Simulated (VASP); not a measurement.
A run of VASP 6.6.1:

File INCAR:

```
SYSTEM = Cd
  ALGO = Normal
  EDIFF = 1E-7
  ENCUT = 520
  GGA = PE
  ISIF = 2
  ISMEAR = 0
  LASPH = .TRUE.
  LCHARG = .FALSE.
  LREAL = .FALSE.
  LWAVE = .FALSE.
  NBANDS = 12
  NELM = 80
  PREC = Accurate
  SIGMA = 0.1
```

KPOINTS

```
k-points
0
G
  8 8 8
  0 0 0
```

File POSCAR:

```
Cd
1.0
    0.0000000000      2.2519868079      2.2519868079
    2.2519868079      0.0000000000      2.2519868079
    2.2519868079      2.2519868079      0.0000000000
Cd
1
Direct
    0.0000000000      0.0000000000      0.0000000000
```

Potentials or basis: VASP PAW PBE potentials, release 64 (Cd).

Command:

```sh
$ cat potpaw_PBE.64/Cd/POTCAR > POTCAR
$ mpirun -np 1 vasp_std > vasp.out
```

Hardware: 1 thread of Intel(R) Xeon(R) 6975P-C (Granite Rapids), on a shared host.

Problem. Estimate the wall time of this run.

Solution. It took 3.3 s on 1 thread of Intel(R) Xeon(R) 6975P-C (Granite Rapids) (shared host), peak memory 0.13 GiB. Counts: scf iterations 11, k points 29.
